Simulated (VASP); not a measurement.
# TiAl3 (I4/mmm) in VASP: notebook

Runs on TiAl3. Level: r2SCAN. Tasks: single point.

Everything below comes from runs of VASP 6.6.1. Logs are shortened: lines on timing, memory, paths and dates and some standing lists are left out, and cuts for length are marked.

### 1 The cell of the first run

Symmetry: I4/mmm, No. 139, tetragonal system. The conventional cell has a = 3.862 Å, b = 3.862 Å, c = 8.649 Å, α = 90.00°, β = 90.00°, γ = 90.00°. Within 3.6 Å of Ti (site symmetry 4/mmm) lie 12 Al at 2.73 to 2.90 Å. Within 3.6 Å of Al (site symmetry 4/mmm) lie 4 Ti at 2.73 Å and 8 Al at 2.90 Å. Within 3.6 Å of Al (site symmetry -4m2) lie 8 Al at 2.73 to 2.90 Å and 4 Ti at 2.90 Å.

### 2 Single point, r2SCAN (equal strain along all axes, cell held: +1.0 %)

The input, POSCAR:

```
TiAl3
1.0
    3.8622407174      0.0000000000      0.0000000000
    0.0000000000      3.8622407174      0.0000000000
    0.0000000000      0.0000000000      8.6494683749
Ti Al
2 6
Direct
    0.0000000000      0.0000000000      0.0000000000
    0.5000000000      0.5000000000      0.5000000000
    0.5000000000      0.5000000000      0.0000000000
    0.0000000000      0.5000000000      0.2500000000
    0.5000000000      0.0000000000      0.2500000000
    0.0000000000      0.0000000000      0.5000000000
    0.5000000000      0.0000000000      0.7500000000
    0.0000000000      0.5000000000      0.7500000000
```

The input, INCAR.step1:

```
PREC = Accurate
ENCUT = 520
ISMEAR = 0
SIGMA = 0.1
LREAL = False
LASPH = True
NELM = 80
NBANDS = 31
GGA = PE
ALGO = Normal
EDIFF = 1E-4
LWAVE = True
LCHARG = False
```

The input, INCAR.step2:

```
PREC = Accurate
ENCUT = 520
EDIFF = 1E-6
ISMEAR = 0
SIGMA = 0.1
LREAL = False
LASPH = True
NELM = 80
ALGO = Normal
ISIF = 2
LWAVE = False
LCHARG = False
METAGGA = R2SCAN
LMIXTAU = True
NBANDS = 31
ISTART = 1
```

The input, KPOINTS:

```
regular mesh
0
Gamma
  10 10 4
```

Potentials or basis: VASP PAW PBE potentials, release 64 (Ti_sv, Al).

Launch:

```bash
cat potpaw_PBE.64/Ti_sv/POTCAR potpaw_PBE.64/Al/POTCAR > POTCAR
cp INCAR.step1 INCAR
mpirun -np 1 vasp_std > vasp.out
cp INCAR.step2 INCAR
mpirun -np 1 vasp_std > vasp.out
```

OUTCAR:

```text
PREC = Accurate
   ENCUT = 520
   EDIFF = 1E-6
   ISMEAR = 0
   LREAL = False
   LASPH = True
   NELM = 80
   ISIF = 2
   METAGGA = R2SCAN
   ISTART = 1

 ion  position               nearest neighbor table
   1  0.000  0.000  0.000-   3 2.73   3 2.73   3 2.73   3 2.73   8 2.90   4 2.90   4 2.90   8 2.90
                             5 2.90   5 2.90   7 2.90   7 2.90
   2  0.500  0.500  0.500-   6 2.73   6 2.73   6 2.73   6 2.73   8 2.90   5 2.90   5 2.90   7 2.90
                             4 2.90   4 2.90   8 2.90   7 2.90
   3  0.500  0.500  0.000-   1 2.73   1 2.73   1 2.73   1 2.73   8 2.90   4 2.90   5 2.90   7 2.90
                             5 2.90   4 2.90   8 2.90   7 2.90
   4  0.000  0.500  0.250-   5 2.73   5 2.73   5 2.73   5 2.73   6 2.90   1 2.90   2 2.90   6 2.90
                             2 2.90   3 2.90   3 2.90   1 2.90
   5  0.500  0.000  0.250-   4 2.73   4 2.73   4 2.73   4 2.73   6 2.90   2 2.90   3 2.90   2 2.90
                             1 2.90   3 2.90   6 2.90   1 2.90
   6  0.000  0.000  0.500-   2 2.73   2 2.73   2 2.73   2 2.73   8 2.90   4 2.90   4 2.90   8 2.90
                             5 2.90   5 2.90   7 2.90   7 2.90
   7  0.500  0.000  0.750-   8 2.73   8 2.73   8 2.73   8 2.73   1 2.90   2 2.90   3 2.90   2 2.90
                             1 2.90   6 2.90   3 2.90   6 2.90
   8  0.000  0.500  0.750-   7 2.73   7 2.73   7 2.73   7 2.73   1 2.90   1 2.90   6 2.90   2 2.90
                             2 2.90   3 2.90   3 2.90   6 2.90

  LATTYP: Found a simple tetragonal cell.
 ALAT       =     3.8622407174
 C/A-ratio  =     2.2394948963

  Lattice vectors:

 A1 = (   3.8622407174,   0.0000000000,   0.0000000000)
 A2 = (   0.0000000000,   3.8622407174,   0.0000000000)
 A3 = (   0.0000000000,   0.0000000000,   8.6494683749)

Analysis of symmetry for initial positions (statically):
=====================================================================
 Subroutine PRICEL returns following result:

  LATTYP: Found a body centered tetragonal cell.
 ALAT       =     3.8622407174
 C/A-ratio  =     2.2394948963

  Lattice vectors:

 A1 = (   1.9311203587,  -1.9311203587,  -4.3247341875)
 A2 = (  -1.9311203587,   1.9311203587,  -4.3247341874)
 A3 = (   1.9311203587,   1.9311203587,   4.3247341874)

   2 primitive cells build up your supercell.

 Routine SETGRP: Setting up the symmetry group for a
 simple tetragonal supercell.

 Subroutine GETGRP returns: Found 16 space group operations
 (whereof 16 operations were pure point group operations)
 out of a pool of 16 trial point group operations.

The static configuration has the point symmetry D_4h.

Analysis of symmetry for dynamics (positions and initial velocities):
=====================================================================
 Subroutine PRICEL returns following result:

  LATTYP: Found a body centered tetragonal cell.
 ALAT       =     3.8622407174
 C/A-ratio  =     2.2394948963

  Lattice vectors:

 A1 = (   1.9311203587,  -1.9311203587,  -4.3247341875)
 A2 = (  -1.9311203587,   1.9311203587,  -4.3247341874)
 A3 = (   1.9311203587,   1.9311203587,   4.3247341874)

   2 primitive cells build up your supercell.

 Routine SETGRP: Setting up the symmetry group for a
 simple tetragonal supercell.

 Subroutine GETGRP returns: Found 16 space group operations
 (whereof 16 operations were pure point group operations)
 out of a pool of 16 trial point group operations.

The dynamic configuration has the point symmetry D_4h.

 Subroutine INISYM returns: Found 16 space group operations
 (whereof 16 operations are pure point group operations),
 and found     2 'primitive' translations

----------------------------------------------------------------------------------------

                                     Primitive cell

  volume of cell :      64.5116

  direct lattice vectors                    reciprocal lattice vectors
     1.931120359 -1.931120359 -4.324734187     0.258917057  0.000000000 -0.115614042
    -1.931120359  1.931120359 -4.324734187    -0.000000000  0.258917057 -0.115614042
     1.931120359  1.931120359  4.324734187     0.258917057  0.258917057  0.000000000

  length of vectors
     5.114858500  5.114858500  5.114858500     0.283557136  0.283557136  0.366164014

  position of ions in fractional coordinates (direct lattice)
     0.000000000  0.000000000  0.000000000
     0.500000000  0.500000000  0.000000000
     0.750000000  0.250000000  0.500000000
     0.250000000  0.750000000  0.500000000

  ion indices of the primitive-cell ions
   primitive index   ion index
                 1           1
                 2           6
                 3           4
                 4           5

----------------------------------------------------------------------------------------

 KPOINTS: regular mesh

Automatic generation of k-mesh.
 Grid dimensions read from file:
 generate k-points for:   10   10    4

 Generating k-lattice:

  Cartesian coordinates                     Fractional coordinates (reciprocal lattice)
     0.025891706  0.000000000  0.000000000     0.100000000  0.000000000  0.000000000
     0.000000000  0.025891706  0.000000000     0.000000000  0.100000000  0.000000000
     0.000000000  0.000000000  0.028903511     0.000000000  0.000000000  0.250000000

  Length of vectors
     0.025891706  0.025891706  0.028903511

  Shift w.r.t. Gamma in fractional coordinates (k-lattice)
     0.000000000  0.000000000  0.000000000

 Subroutine IBZKPT returns following result:
 ===========================================

 Found     63 irreducible k-points:

 Following reciprocal coordinates:
            Coordinates               Weight
  0.000000  0.000000  0.000000      1.000000
  0.100000  0.000000  0.000000      4.000000
  0.200000  0.000000  0.000000      4.000000
  0.300000  0.000000  0.000000      4.000000
  0.400000  0.000000  0.000000      4.000000
  0.500000  0.000000  0.000000      2.000000
[... 16 lines left out ...]
  0.100000  0.000000  0.250000      8.000000
  0.200000  0.000000  0.250000      8.000000
 [... further k-points ...]
   k-points           NKPTS =     63   k-points in BZ     NKDIM =     63   number of bands    NBANDS=     31
   number of dos      NEDOS =    301   number of ions     NIONS =      8
   total plane-waves  NPLWV =  57600
   dimension x,y,z NGX =    30 NGY =   30 NGZ =   64
   dimension x,y,z NGXF=    60 NGYF=   60 NGZF=  128
   ions per type =               2   6
   NGX,Y,Z   is equivalent  to a cutoff of  12.91, 12.91, 12.30 a.u.
   NGXF,Y,Z  is equivalent  to a cutoff of  25.83, 25.83, 24.60 a.u.
 SYSTEM =  unknown system
   PREC   = accura    normal or accurate (medium, high low for compatibility)
   ISTART =      1    job   : 0-new  1-cont  2-samecut
   ICHARG =      0    charge: 1-file 2-atom 10-const
   ISPIN  =      1    spin polarized calculation?
   LNONCOLLINEAR =      F non collinear calculations
   LSORBIT =      F    spin-orbit coupling
   LASPH  =      T    aspherical Exc in radial PAW
   ENCUT  =  520.0 eV  38.22 Ry    6.18 a.u.   7.18  7.18 16.08*2*pi/ulx,y,z
   NELM   =     80;   NELMIN=  2; NELMDL=  0     # of ELM steps
   EDIFF  = 0.1E-05   stopping-criterion for ELM
   LREAL  =      F    real-space projection
   EDIFFG = 0.1E-04   stopping-criterion for IOM
   NSW    =      0    number of steps for IOM
   IBRION =     -1    ionic relax: 0-MD 1-quasi-New 2-CG
   NFREE  =      0    steps in history (QN), initial steepest desc. (CG)
   ISIF   =      2    stress and relaxation
   ISYM   =      2    0-nonsym 1-usesym 2-fastsym
   POTIM  = 0.5000    time-step for ionic-motion
   TEBEG  =    0.0;   TEEND  =   0.0 temperature during run
   PSTRESS=    0.0 pullay stress
   NELECT =      42.0000    total number of electrons
   NUPDOWN=      -1.0000    fix difference up-down
   EMIN   =  10.00;   EMAX   =-10.00  energy-range for DOS
   EFERMI =   0.00;   METHOD = LEGACY
   ISMEAR =     0;   SIGMA  =   0.10  broadening in eV -4-tet -1-fermi 0-gaus
   EFERMI_NEDOS =   21; number of points for ismear=-14 and -15
   IALGO  =     38    algorithm
   IMIX   =      4    mixing-type and parameters
     AMIX     =   0.40;   BMIX     =  1.00
     AMIX_MAG =   1.60;   BMIX_MAG =  1.00
  volume/ion in A,a.u.               =      16.13       108.84
  Fermi-wavevector in a.u.,A,eV,Ry     =   1.126165  2.128143 17.255546  1.268247
  Thomas-Fermi vector in A             =   2.262845
   LORBIT       =      0    0 simple, 1 ext, 2 COOP (PROOUT), +10 PAW based schemes
   METAGGA = R2SCAN    functional components
   LHFCALC =     F    Hartree Fock is set to
   AEXX    =    0.0000 exact exchange contribution
   IVDW    =     0    specifies the selected vdW correction
   LEPSILON=     F    determine dielectric tensor
   LRPA    =     F    only Hartree local field effects (RPA)
 non-spin polarized calculation
 Gauss-broadening in eV      SIGMA  =   0.10
  energy-cutoff  :      520.00
  volume of cell :      129.02
 maximum number of plane-waves:      3504
 NGX is ok and might be reduce to    30
   NGX = 15   NGY = 15   NGZ = 33

 number of electron      42.0000015 magnetization

 Free energy of the ion-electron system (eV)
  ---------------------------------------------------
  ext. energy  EPLUGINS =         0.00000000
  ---------------------------------------------------
  free energy    TOTEN  =       -69.77855981 eV

  energy without entropy =      -69.76253270  energy(sigma->0) =      -69.77054625

 E-fermi :   8.0466     XC(G=0): -11.4264

 val. band max:        8.0292383987   @ k =   0.4000   0.2000   0.2500
 cond. band min:       8.0584616729   @ k =   0.2000   0.2000   0.0000
 fundamental gap:      0.0292232742
 Fermi energy:         8.0466398290

 k-point     1 :       0.0000    0.0000    0.0000
  band No.  band energies     occupation
      1     -50.8526      2.00000
      2     -50.8525      2.00000
      3     -26.1172      2.00000
      4     -26.1172      2.00000
      5     -26.1170      2.00000
      6     -26.1170      2.00000
[... 23 lines left out ...]
     30      11.9779      0.00000
     31      11.9791      0.00000
[... 751 lines left out ...]
      1     -50.8522      2.00000
      2     -50.8521      2.00000
      3     -26.1263      2.00000
      4     -26.1261      2.00000
      5     -26.1165      2.00000
      6     -26.1163      2.00000
[... 23 lines left out ...]
     30      11.9637      0.00000
     31      12.4252      0.00000

 [... further k-points ...]

------------------------ aborting loop because EDIFF is reached ----------------------------------------

  FORCE on cell =-STRESS in cart. coord.  units (eV):
  Direction    XX          YY          ZZ          XY          YZ          ZX
  --------------------------------------------------------------------------------------
  -------------------------------------------------------------------------------------
  Total       -2.7449362     -2.7449362     -2.5180758      0.0000000      0.0000000      0.0000000
  in kB      -34.0858982    -34.0858982    -31.2688051      0.0000000      0.0000000      0.0000000
  external PRESSURE =     -33.1468672 kB  Pullay stress =       0.0000000 kB

 VOLUME and BASIS-vectors are now :
 -----------------------------------------------------------------------------
  energy-cutoff  :      520.00
  volume of cell :      129.02
      direct lattice vectors                 reciprocal lattice vectors
     3.862240717  0.000000000  0.000000000     0.258917057  0.000000000  0.000000000
     0.000000000  3.862240717  0.000000000     0.000000000  0.258917057  0.000000000
     0.000000000  0.000000000  8.649468375     0.000000000  0.000000000  0.115614042

 POSITION                                       TOTAL-FORCE (eV/Angst)
 -----------------------------------------------------------------------------------
      0.00000      0.00000      0.00000         0.000000     -0.000000     -0.000000
      1.93112      1.93112      4.32473        -0.000000      0.000000      0.000000
      1.93112      1.93112      0.00000         0.000000     -0.000000     -0.000000
      0.00000      1.93112      2.16237         0.000000     -0.000000     -0.000000
      1.93112      0.00000      2.16237         0.000000     -0.000000      0.000000
      0.00000      0.00000      4.32473         0.000000     -0.000000     -0.000000
      1.93112      0.00000      6.48710         0.000000     -0.000000     -0.000000
      0.00000      1.93112      6.48710         0.000000     -0.000000     -0.000000
 -----------------------------------------------------------------------------------
    total drift:                                0.000000      0.000000      0.000000

  FREE ENERGIE OF THE ION-ELECTRON SYSTEM (eV)
  ---------------------------------------------------
  free  energy   TOTEN  =       -69.7785598055 eV

  energy  without entropy=      -69.7625327029  energy(sigma->0) =      -69.77054625
```

Wall time 18 min (1 thread of Oxide Virtual Turin-like, shared host); peak memory 0.34 GiB.

Results:

| Quantity | Value |
| --- | --- |
| Free energy | -69.7786 eV |
| Pressure | -3.3 GPa |
| Band gap on the k mesh | zero (bands 21 and 22 overlap by 2.22 eV) |

Stress tensor (GPa, compression positive):
```
-3.41  0.00  0.00
 0.00 -3.41  0.00
 0.00  0.00 -3.13
```

Levels at points of the mesh, in eV from the Fermi level:
```tsv
k point	band 18	band 19	band 20	band 21	band 22	band 23	band 24	band 25
(0.00, 0.00, 0.00)	-1.06	-1.06	-0.25	0.78	0.78	0.84	0.96	1.70
(0.50, 0.00, 0.00)	-1.09	-1.07	-1.07	0.28	0.28	1.99	1.99	2.49
(0.50, 0.50, 0.00)	-2.99	-2.32	-2.32	-1.01	-1.01	1.87	1.87	2.16
(0.00, 0.00, 0.50)	-1.18	-0.24	-0.24	0.90	0.90	1.20	1.20	1.20
(0.50, 0.00, 0.50)	-1.12	-0.24	-0.24	0.56	0.56	1.99	1.99	2.11
(0.50, 0.50, 0.50)	-1.96	-1.96	-1.96	-1.28	-1.28	0.87	0.87	1.88
```

Caveat: the cell differs from its parent crystal (equal strain along all axes, cell held: +1.0 %); the cell stands under tension; the PAW data sets were made with another functional, which shifts forces and pressure a little.

### 3 Single point, r2SCAN (equal strain along all axes, cell held: +2.0 %)

POSCAR: that of step 2 with these lines changed.

```diff
@@ -2,5 +2,5 @@
 1.0
-    3.8622407174      0.0000000000      0.0000000000
-    0.0000000000      3.8622407174      0.0000000000
-    0.0000000000      0.0000000000      8.6494683749
+    3.9004807245      0.0000000000      0.0000000000
+    0.0000000000      3.9004807245      0.0000000000
+    0.0000000000      0.0000000000      8.7351066756
 Ti Al
```

The input, INCAR.step1:

```
PREC = Accurate ; ENCUT = 520
ISMEAR = 0 ; SIGMA = 0.1
LREAL = False ; LASPH = True
NELM = 100 ; NBANDS = 31
GGA = PE ; ALGO = Normal
EDIFF = 1E-4 ; LWAVE = True
LCHARG = False
```

The input, INCAR.step2:

```
PREC = Accurate ; ENCUT = 520
EDIFF = 1E-6 ; ISMEAR = 0
SIGMA = 0.1 ; LREAL = False
LASPH = True ; NELM = 100
ALGO = Normal ; ISIF = 2
LWAVE = False ; LCHARG = False
METAGGA = R2SCAN ; LMIXTAU = True
NBANDS = 31 ; ISTART = 1
```

The input, KPOINTS:

```
Automatic mesh
0
Gamma
  10 10 4
```

Potentials or basis: VASP PAW PBE potentials, release 64 (Ti_sv, Al).

Launch:

```bash
cat potpaw_PBE.64/Ti_sv/POTCAR potpaw_PBE.64/Al/POTCAR > POTCAR
cp INCAR.step1 INCAR
mpirun -np 1 vasp_std > vasp.out
cp INCAR.step2 INCAR
mpirun -np 1 vasp_std > vasp.out
```

It took 18 min on 1 thread of Oxide Virtual Turin-like, shared host; peak memory 0.36 GiB.

Results (log left out):

| Item | Value |
| --- | --- |
| Free energy | -69.6622 eV |
| Pressure | -6.1 GPa |
| Band gap on the k mesh | zero (bands 21 and 22 overlap by 2.16 eV) |

Stress tensor (GPa, compression positive):
```
-6.29  0.00  0.00
 0.00 -6.29  0.00
 0.00  0.00 -5.87
```

Levels at points of the mesh, in eV from the Fermi level:
| k point | band 17 | band 18 | band 19 | band 20 | band 21 | band 22 | band 23 | band 24 | band 25 | band 26 |
| --- | --- | --- | --- | --- | --- | --- | --- | --- | --- | --- |
| (0.00, 0.00, 0.00) | -1.25 | -1.06 | -1.06 | -0.24 | 0.76 | 0.76 | 0.81 | 0.93 | 1.64 | 1.64 |
| (0.50, 0.00, 0.00) | -1.06 | -1.06 | -1.05 | -1.05 | 0.28 | 0.28 | 1.91 | 1.91 | 2.42 | 2.42 |
| (0.50, 0.50, 0.00) | -2.95 | -2.95 | -2.30 | -2.30 | -0.98 | -0.98 | 1.80 | 1.80 | 2.08 | 2.08 |
| (0.00, 0.00, 0.50) | -1.17 | -1.17 | -0.24 | -0.24 | 0.87 | 0.87 | 1.16 | 1.16 | 1.16 | 1.16 |
| (0.50, 0.00, 0.50) | -1.10 | -1.10 | -0.22 | -0.22 | 0.55 | 0.55 | 1.91 | 1.91 | 2.07 | 2.07 |
| (0.50, 0.50, 0.50) | -1.93 | -1.93 | -1.93 | -1.93 | -1.28 | -1.28 | 0.85 | 0.85 | 1.80 | 1.80 |

Caveat: the cell differs from its parent crystal (equal strain along all axes, cell held: +2.0 %); the cell stands under tension; the PAW data sets were made with another functional, which shifts forces and pressure a little.

The gap in the log of VASP goes by the Fermi energy; the results here count the filled bands.